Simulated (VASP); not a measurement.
# MgS (F-43m) in VASP: a series of runs

The runs below take MgS through relaxation of cell and atoms, with LDA.

All numbers are computed with VASP 6.6.1; they aren't measurements. Logs are shortened: lines on timing, memory, paths and dates and some standing lists are left out, and cuts for length are marked.

## Step 1: The cell of the first run

It takes space group F-43m (No. 216, cubic). Conventional cell: a = 5.666 Å, b = 5.666 Å, c = 5.666 Å, α = 90.00°, β = 90.00°, γ = 90.00°. Mg (site symmetry -43m) has 4 S at 2.45 Å within 3.2 Å. Within 3.2 Å of S (site symmetry -43m) lie 4 Mg at 2.45 Å.

## Step 2: Relaxation of cell and atoms, LDA, target pressure 40 GPa, at which the enthalpy is minimised

File INCAR:

```
ALGO = Normal
EDIFF = 1E-7
EDIFFG = -0.02
ENCUT = 600
IBRION = 2
ISIF = 3
ISMEAR = 0
LASPH = T
LCHARG = F
LREAL = F
LWAVE = F
NELM = 100
NSW = 80
PREC = Accurate
PSTRESS = 400.0
SIGMA = 0.01
```

File KPOINTS:

```
k-points
0
Gamma
  7 7 7
```

File POSCAR:

```
MgS
1.0
    0.0000000000      2.8331200500      2.8331200500
    2.8331200500      0.0000000000      2.8331200500
    2.8331200500      2.8331200500      0.0000000000
Mg S
1 1
Direct
    0.0000000000      0.0000000000      0.0000000000
    0.7500000000      0.7500000000      0.7500000000
```

Potentials or basis: VASP PAW LDA potentials, release 64 (Mg, S).

On the command line:

```
$ cat potpaw_LDA.64/Mg/POTCAR potpaw_LDA.64/S/POTCAR > POTCAR
$ mpirun -np 1 vasp_std > vasp.out
```

OUTCAR:

```text
EDIFF = 1E-7
   EDIFFG = -0.02
   ENCUT = 600
   IBRION = 2
   ISIF = 3
   ISMEAR = 0
   LASPH = T
   LREAL = F
   NELM = 100
   NSW = 80
   PREC = Accurate
   PSTRESS = 400.0

 ion  position               nearest neighbor table
   1  0.000  0.000  0.000-   2 2.45   2 2.45   2 2.45   2 2.45
   2  0.750  0.750  0.750-   1 2.45   1 2.45   1 2.45   1 2.45

  LATTYP: Found a face centered cubic cell.
 ALAT       =     5.6662401000

  Lattice vectors:

 A1 = (   0.0000000000,   2.8331200500,   2.8331200500)
 A2 = (   2.8331200500,   0.0000000000,   2.8331200500)
 A3 = (   2.8331200500,   2.8331200500,   0.0000000000)

Analysis of symmetry for initial positions (statically):
=====================================================================
 Subroutine PRICEL returns:
 Original cell was already a primitive cell.

 Routine SETGRP: Setting up the symmetry group for a
 face centered cubic supercell.

 Subroutine GETGRP returns: Found 24 space group operations
 (whereof 24 operations were pure point group operations)
 out of a pool of 48 trial point group operations.

The static configuration has the point symmetry T_d .

Analysis of symmetry for dynamics (positions and initial velocities):
=====================================================================
 Subroutine PRICEL returns:
 Original cell was already a primitive cell.

 Routine SETGRP: Setting up the symmetry group for a
 face centered cubic supercell.

 Subroutine GETGRP returns: Found 24 space group operations
 (whereof 24 operations were pure point group operations)
 out of a pool of 48 trial point group operations.

The dynamic configuration has the point symmetry T_d .

 Subroutine INISYM returns: Found 24 space group operations
 (whereof 24 operations are pure point group operations),
 and found     1 'primitive' translations

----------------------------------------------------------------------------------------

                                     Primitive cell

  volume of cell :      45.4805

  direct lattice vectors                    reciprocal lattice vectors
     0.000000000  2.833120050  2.833120050    -0.176483873  0.176483873  0.176483873
     2.833120050  0.000000000  2.833120050     0.176483873 -0.176483873  0.176483873
     2.833120050  2.833120050  0.000000000     0.176483873  0.176483873 -0.176483873

  length of vectors
     4.006636799  4.006636799  4.006636799     0.305679035  0.305679035  0.305679035

  position of ions in fractional coordinates (direct lattice)
     0.000000000  0.000000000  0.000000000
[... 29 lines left out ...]
 ===========================================

 Found     20 irreducible k-points:

 Following reciprocal coordinates:
            Coordinates               Weight
  0.000000  0.000000  0.000000      1.000000
  0.142857  0.000000  0.000000      8.000000
  0.285714  0.000000  0.000000      8.000000
  0.428571  0.000000  0.000000      8.000000
  0.142857  0.142857  0.000000      6.000000
  0.285714  0.142857  0.000000     24.000000
[... 12 lines left out ...]
 -0.428571  0.428571  0.142857     24.000000
 -0.285714  0.428571  0.142857     24.000000
   k-points           NKPTS =     20   k-points in BZ     NKDIM =     20   number of bands    NBANDS=      8
   number of dos      NEDOS =    301   number of ions     NIONS =      2
   total plane-waves  NPLWV =  32768
   dimension x,y,z NGX =    32 NGY =   32 NGZ =   32
   dimension x,y,z NGXF=    64 NGYF=   64 NGZF=   64
   ions per type =               1   1
   NGX,Y,Z   is equivalent  to a cutoff of  13.28, 13.28, 13.28 a.u.
   NGXF,Y,Z  is equivalent  to a cutoff of  26.56, 26.56, 26.56 a.u.
 SYSTEM =  unknown system
   PREC   = accura    normal or accurate (medium, high low for compatibility)
   ISTART =      0    job   : 0-new  1-cont  2-samecut
   ICHARG =      2    charge: 1-file 2-atom 10-const
   ISPIN  =      1    spin polarized calculation?
   LNONCOLLINEAR =      F non collinear calculations
   LSORBIT =      F    spin-orbit coupling
   LASPH  =      T    aspherical Exc in radial PAW
   ENCUT  =  600.0 eV  44.10 Ry    6.64 a.u.   8.00  8.00  8.00*2*pi/ulx,y,z
   NELM   =    100;   NELMIN=  2; NELMDL= -5     # of ELM steps
   EDIFF  = 0.1E-06   stopping-criterion for ELM
   LREAL  =      F    real-space projection
   EDIFFG = -.2E-01   stopping-criterion for IOM
   NSW    =     80    number of steps for IOM
   IBRION =      2    ionic relax: 0-MD 1-quasi-New 2-CG
   NFREE  =      1    steps in history (QN), initial steepest desc. (CG)
   ISIF   =      3    stress and relaxation
   ISYM   =      2    0-nonsym 1-usesym 2-fastsym
   POTIM  = 0.5000    time-step for ionic-motion
   TEBEG  =    0.0;   TEEND  =   0.0 temperature during run
   PSTRESS=  400.0 pullay stress
   NELECT =       8.0000    total number of electrons
   NUPDOWN=      -1.0000    fix difference up-down
   EMIN   =  10.00;   EMAX   =-10.00  energy-range for DOS
   EFERMI =   0.00;   METHOD = LEGACY
   ISMEAR =     0;   SIGMA  =   0.01  broadening in eV -4-tet -1-fermi 0-gaus
   EFERMI_NEDOS =   21; number of points for ismear=-14 and -15
   IALGO  =     38    algorithm
   IMIX   =      4    mixing-type and parameters
     AMIX     =   0.40;   BMIX     =  1.00
     AMIX_MAG =   1.60;   BMIX_MAG =  1.00
  volume/ion in A,a.u.               =      22.74       153.46
  Fermi-wavevector in a.u.,A,eV,Ry     =   0.917269  1.733386 11.447692  0.841382
  Thomas-Fermi vector in A             =   2.042218
   LORBIT       =      0    0 simple, 1 ext, 2 COOP (PROOUT), +10 PAW based schemes
   GGA     = CA    functional components
   LHFCALC =     F    Hartree Fock is set to
   AEXX    =    0.0000 exact exchange contribution
   IVDW    =     0    specifies the selected vdW correction
   LEPSILON=     F    determine dielectric tensor
   LRPA    =     F    only Hartree local field effects (RPA)
 conjugate gradient relaxation of ions
 non-spin polarized calculation
 Gauss-broadening in eV      SIGMA  =   0.01
  energy-cutoff  :      600.00
  volume of cell :       45.48
 maximum number of plane-waves:      1532
   NGX = 17   NGY = 17   NGZ = 17

--------------------------------------- Ionic step        1  -------------------------------------------

 number of electron       8.0000000 magnetization

 Free energy of the ion-electron system (eV)
  ---------------------------------------------------
  ext. energy  EPLUGINS =         0.00000000
  ---------------------------------------------------
  free energy    TOTEN  =        -9.37834419 eV

  energy without entropy =       -9.37834419  energy(sigma->0) =       -9.37834419

 E-fermi :   0.9295     XC(G=0):  -8.7526

 val. band max:        0.8792923829   @ k =   0.0000   0.0000   0.0000
 cond. band min:       4.0625853772   @ k =   0.0000   0.0000   0.0000
 fundamental gap:      3.1832929943
 Fermi energy:         0.9295246342
[... 823 lines left out ...]
--------------------------------------- Ionic step        5  -------------------------------------------

 number of electron       8.0000000 magnetization

 Free energy of the ion-electron system (eV)
  ---------------------------------------------------
  ext. energy  EPLUGINS =         0.00000000
  ---------------------------------------------------
  free energy    TOTEN  =        -8.23916281 eV

  energy without entropy =       -8.23916281  energy(sigma->0) =       -8.23916281

 E-fermi :   3.8349     XC(G=0): -10.2514

 val. band max:        3.7649260568   @ k =   0.0000   0.0000   0.0000
 cond. band min:       7.0855402073   @ k =   0.4286   0.4286   0.0000
 fundamental gap:      3.3206141504
 Fermi energy:         3.8348812879
[... 251 lines left out ...]
  energy  without entropy=       -8.2391628058  energy(sigma->0) =       -8.23916281

  enthalpy is  TOTEN    =        -0.4051783084 eV   P V=        7.8339844974

 reached required accuracy - stopping structural energy minimisation
```

Wall time 26 s (1 thread of Intel Xeon 6975P-C, shared host); peak memory 0.17 GiB.

What came out:

```yaml
Free_energy: -8.2392 eV
Relaxed_volume: 15.69 Å³/atom
Relaxed_cell: a = 3.540 Å, b = 3.540 Å, c = 3.540 Å, α = 60.00°, β = 60.00°, γ = 60.00°
Space_group_after_relaxing_to_0.05_Å: F-43m (No. 216)
Energy_change_on_relaxing_the_enthalpy_is_what_falls: +569.6 meV/atom
Ionic_steps: 5
Pressure_after_relaxing: 40.2 GPa
Band_gap_on_the_k_mesh: 3.32 eV, indirect (least direct gap 4.81 eV)
```

The path:
```csv
step,energy change (eV),largest force (eV/Å),pressure (GPa),volume (Å³)
1,0.0000,0.0000,-2.50,45.48
2,16.5264,0.0000,437.37,16.21
3,0.6097,0.0000,25.89,33.98
4,0.8911,0.0000,33.66,32.46
5,1.1392,0.0000,40.20,31.38
```

Final structure:
```
CELL_PARAMETERS angstrom
0.00000 2.50342 2.50342
2.50342 0.00000 2.50342
2.50342 2.50342 0.00000
ATOMIC_POSITIONS crystal
Mg 0.00000 0.00000 0.00000
S 0.75000 0.75000 0.75000
```

Caveat: the cell is relaxed towards a set pressure, so the enthalpy falls and the energy may rise; the volume moved by over 15 % at a fixed basis, so the end points are rough. A k mesh can miss the band edges.

## Step 3: Relaxation of cell and atoms, LDA, target pressure 60 GPa, at which the enthalpy is minimised

File INCAR:

```
SYSTEM = MgS
  PREC = Accurate
  ENCUT = 600
  EDIFF = 1E-7
  ISMEAR = 0
  SIGMA = 0.01
  LREAL = .FALSE.
  LASPH = .TRUE.
  NELM = 60
  ALGO = Normal
  ISIF = 3
  LWAVE = .FALSE.
  LCHARG = .FALSE.
  GGA = CA
  IBRION = 2
  NSW = 80
  EDIFFG = -0.02
  PSTRESS = 600.0
```

File KPOINTS:

```
regular mesh
0
G
  7 7 7
  0 0 0
```

POSCAR is that of step 2.

Potentials or basis: VASP PAW LDA potentials, release 64 (Mg, S).

On the command line:

```
$ cat potpaw_LDA.64/Mg/POTCAR potpaw_LDA.64/S/POTCAR > POTCAR
$ mpirun -np 1 vasp_std > vasp.out
```

OUTCAR:

```text
SYSTEM = MgS
   PREC = Accurate
   ENCUT = 600
   EDIFF = 1E-7
   ISMEAR = 0
   LREAL = .FALSE.
   LASPH = .TRUE.
   NELM = 60
   ISIF = 3
   GGA = CA
   IBRION = 2
   NSW = 80
   EDIFFG = -0.02
   PSTRESS = 600.0

 ion  position               nearest neighbor table
   1  0.000  0.000  0.000-   2 2.45   2 2.45   2 2.45   2 2.45
   2  0.750  0.750  0.750-   1 2.45   1 2.45   1 2.45   1 2.45

  LATTYP: Found a face centered cubic cell.
 ALAT       =     5.6662401000

  Lattice vectors:

 A1 = (   0.0000000000,   2.8331200500,   2.8331200500)
 A2 = (   2.8331200500,   0.0000000000,   2.8331200500)
 A3 = (   2.8331200500,   2.8331200500,   0.0000000000)

Analysis of symmetry for initial positions (statically):
=====================================================================
 Subroutine PRICEL returns:
[... 168 lines left out ...]

 E-fermi :   0.9295     XC(G=0):  -8.7526

 val. band max:        0.8792923829   @ k =   0.0000   0.0000   0.0000
 cond. band min:       4.0625853772   @ k =   0.0000   0.0000   0.0000
 fundamental gap:      3.1832929943
 Fermi energy:         0.9295246342
[... 781 lines left out ...]
  energy  without entropy=       -8.9969204708  energy(sigma->0) =       -8.99692047

  enthalpy is  TOTEN    =         4.3402561812 eV   P V=       13.3371766520

[... ionic steps 4 to 17 ...]

--------------------------------------- Ionic step       18  -------------------------------------------

 number of electron       8.0000000 magnetization

------------------------ aborting loop because EDIFF is reached ----------------------------------------
[... 71 lines left out ...]
--------------------------------------- Ionic step       20  -------------------------------------------

 number of electron       8.0000000 magnetization

 Free energy of the ion-electron system (eV)
  ---------------------------------------------------
  ext. energy  EPLUGINS =         0.00000000
  ---------------------------------------------------
  free energy    TOTEN  =        -7.45980413 eV

  energy without entropy =       -7.45980413  energy(sigma->0) =       -7.45980413

 E-fermi :   4.6651     XC(G=0): -10.6161

 val. band max:        4.5919927480   @ k =   0.0000   0.0000   0.0000
 cond. band min:       7.7152805403   @ k =   0.4286   0.4286   0.0000
 fundamental gap:      3.1232877924
 Fermi energy:         4.6651419485
[... 251 lines left out ...]
  energy  without entropy=       -7.4598041337  energy(sigma->0) =       -7.45980413

  enthalpy is  TOTEN    =         3.3452536340 eV   P V=       10.8050577677

 reached required accuracy - stopping structural energy minimisation
```

OSZICAR:

```text
N       E                     dE             d eps       ncg     rms          rms(c)
DAV:   1     0.258682147686E+02    0.25868E+02   -0.36838E+03   320   0.871E+02
DAV:   2    -0.848850165023E+01   -0.34357E+02   -0.33089E+02   440   0.109E+02
DAV:   3    -0.993143317451E+01   -0.14429E+01   -0.14429E+01   352   0.306E+01
DAV:   4    -0.993983196974E+01   -0.83988E-02   -0.83988E-02   560   0.278E+00
[... 117 lines left out ...]
  19 F= 0.33452592E+01 E0= 0.33452592E+01  d E =-.655285E-05
       N       E                     dE             d eps       ncg     rms          rms(c)
DAV:   1    -0.745980465217E+01    0.15409E-02   -0.10952E-05   320   0.229E-02    0.534E-03
DAV:   2    -0.745980420447E+01    0.44771E-06   -0.11201E-06   336   0.638E-03    0.199E-03
DAV:   3    -0.745980413367E+01    0.70796E-07   -0.29834E-07   248   0.322E-03
  20 F= 0.33452536E+01 E0= 0.33452536E+01  d E =-.121347E-04
```

CONTCAR:

```text
MgS
   1.00000000000000
     0.0000000000000000    2.4343637732625178    2.4343637732625183
     2.4343637732625183   -0.0000000000000000    2.4343637732625183
     2.4343637732625183    2.4343637732625178    0.0000000000000000
  Mg              S
     1     1
Direct
     0.0000000000000000    0.0000000000000000    0.0000000000000000
     0.7500000000000000    0.7500000000000000    0.7500000000000000

  0.00000000E+00  0.00000000E+00  0.00000000E+00
  0.00000000E+00  0.00000000E+00  0.00000000E+00
```

It took 56 s on 1 thread of Intel Xeon 6975P-C, shared host; peak memory 0.19 GiB.

What came out:

```yaml
Free_energy: -7.4598 eV
Relaxed_volume: 14.43 Å³/atom
Relaxed_cell: a = 3.443 Å, b = 3.443 Å, c = 3.443 Å, α = 60.00°, β = 60.00°, γ = 60.00°
Space_group_after_relaxing_to_0.05_Å: F-43m (No. 216)
Energy_change_on_relaxing_the_enthalpy_is_what_falls: +959.3 meV/atom
Ionic_steps: 20
Pressure_after_relaxing: 59.8 GPa
Band_gap_on_the_k_mesh: 3.12 eV, indirect (least direct gap 4.73 eV)
```

Step by step:
```
step  energy change (eV)  largest force (eV/Å)  pressure (GPa)  volume (Å³)
   1              0.0000                0.0000           -2.50        45.48
   2             65.8530                0.0000         2171.56         8.51
   3              0.3814                0.0000           19.06        35.61
   4              0.8495                0.0000           32.54        32.66
   5              2.0604                0.0000           63.29        28.48
   6              1.9151                0.0000           59.72        28.86
   7              1.9152                0.0000           59.72        28.86
   8              1.9155                0.0000           59.72        28.86
   9              1.9155                0.0000           59.73        28.86
  10              1.9155                0.0000           59.73        28.86
  11              1.9155                0.0000           59.73        28.86
  12              1.9155                0.0000           59.73        28.86
  13              1.9155                0.0000           59.73        28.86
  14              1.9155                0.0000           59.73        28.86
  15              1.9156                0.0000           59.73        28.86
  16              1.9157                0.0000           59.73        28.86
  17              1.9158                0.0000           59.73        28.86
  18              1.9162                0.0000           59.74        28.86
  19              1.9170                0.0000           59.76        28.86
  20              1.9185                0.0000           59.80        28.85
```

Final structure:
```yaml
crystal:
  lattice:
    - [0.00000, 2.43436, 2.43436]
    - [2.43436, 0.00000, 2.43436]
    - [2.43436, 2.43436, 0.00000]
  atoms:
    - { symbol: Mg, position: [0.00000, 0.00000, 0.00000] }
    - { symbol: S, position: [0.75000, 0.75000, 0.75000] }
```

Levels at points of the mesh, in eV from the valence-band top:
| k point | band 2 | band 3 | band 4 | band 5 | band 6 | band 7 |
| --- | --- | --- | --- | --- | --- | --- |
| (0.00, 0.00, 0.00) | 0.00 | 0.00 | 0.00 | 5.90 | 8.84 | 8.84 |

Caveat: the cell is relaxed towards a set pressure, so the enthalpy falls and the energy may rise; the volume moved by over 15 % at a fixed basis, so the end points are rough. Expect the measured gap to be larger: semilocal functionals such as LDA lack the derivative discontinuity.
